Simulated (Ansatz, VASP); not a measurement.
## Pb: VASP beside Ansatz

```
Pb
1.0
     0.00000    2.49464    2.49464
     2.49464    0.00000    2.49464
     2.49464    2.49464    0.00000
Pb
1
Direct
  0.00000 0.00000 0.00000
```

Alike in both runs: task single point; functional r2SCAN; k mesh 11 × 11 × 11; occupations gaussian, width 0.03 eV; no spin polarisation.

|  | VASP | Ansatz |
| --- | --- | --- |
| version | VASP 6.6.1 | Ansatz 0.2.0 |
| potentials or method | VASP PAW PBE potentials, release 64 (Pb_d), cutoff 520 eV | plane waves (500 eV) with PAW, scalar-relativistic |
| valence electrons in the cell | 14 | 14 |

```tsv
	VASP	Ansatz	Ansatz less VASP
pressure (GPa)	0.0	0.0	+0.02
```

VASP's potentials were made for PBE, not for r2SCAN. The functional is the same, so the differences come from potentials, cutoffs and numerics.

Neither program's run includes spin-orbit coupling.
